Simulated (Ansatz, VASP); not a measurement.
**Li in VASP and in Ansatz**

Contents of INCAR:

```
SYSTEM = Li
PREC = Accurate ; ENCUT = 520
EDIFF = 1E-8 ; ISMEAR = -1
SIGMA = 0.08 ; LREAL = .False.
LASPH = .True. ; NELM = 100
ALGO = Normal ; ISIF = 2
LWAVE = .False. ; LCHARG = .False.
GGA = CA ; LEFG = .True.
NBANDS = 12
```

The input KPOINTS:

```
regular mesh
0
Gamma
  12 12 12
  0 0 0
```

File POSCAR:

```
Li
1.0
    1.5504989657      0.8951809952      7.4365340000
   -1.5504989657      0.8951809952      7.4365340000
    0.0000000000     -1.7903619905      7.4365340000
Li
3
Direct
    0.0000000000      0.0000000000      0.0000000000
    0.2220000000      0.2220000000      0.2220000000
    0.7780000000      0.7780000000      0.7780000000
```

Input for Ansatz:

```yaml
crystal:
  lattice:
    - [1.5504989657, 0.8951809952, 7.436534]
    - [-1.5504989657, 0.8951809952, 7.436534]
    - [0.0, -1.7903619905, 7.436534]
  atoms:
    - { symbol: Li, position: [0.0, 0.0, 0.0] }
    - { symbol: Li, position: [0.222, 0.222, 0.222] }
    - { symbol: Li, position: [0.778, 0.778, 0.778] }
kpoints:
  mp_grid: { grid: [12, 12, 12] }
scf:
  occupations: { method: fermi_dirac, width: 0.08 }
hamiltonian:
  xc: lda
  pseudopotentials: { kind: all_electron, datasets: crystal }
output:
  forces: true
  stress: true
  eigenvalues: true
  efg: { contact_densities: true }
```

Change from the starting cell: zz strain of -2 %, crystal datasets.

Alike in both runs: task electric field gradients; functional LDA; k mesh 12 × 12 × 12; occupations fermi-dirac, width 0.08 eV; no spin polarisation.

|  | VASP | Ansatz |
| --- | --- | --- |
| version | VASP 6.6.1 | Ansatz 0.2.0 |
| potentials or method | VASP PAW LDA potentials, release 64 (Li_sv), cutoff 520 eV | all-electron PAW with datasets made for the crystal, scalar-relativistic |

```tsv
	VASP	Ansatz	Ansatz less VASP
rms of the force components (eV/Å)	0.004	0.004	-0.0001
size of Vzz on the site where it differs most (V/Å²)	0.1	0.1	-0.04
```

LDA's correlation is that of Perdew and Zunger in VASP and of Perdew and Wang (1992) in Ansatz. Atom by atom the forces differ by 0.000 eV/Å (rms over components). Ansatz ran all-electron here, and VASP with PAW potentials. Ansatz's warnings: printed levels off.

Noted on VASP's run: the cutoff is short for stress, so the pressure is rough.
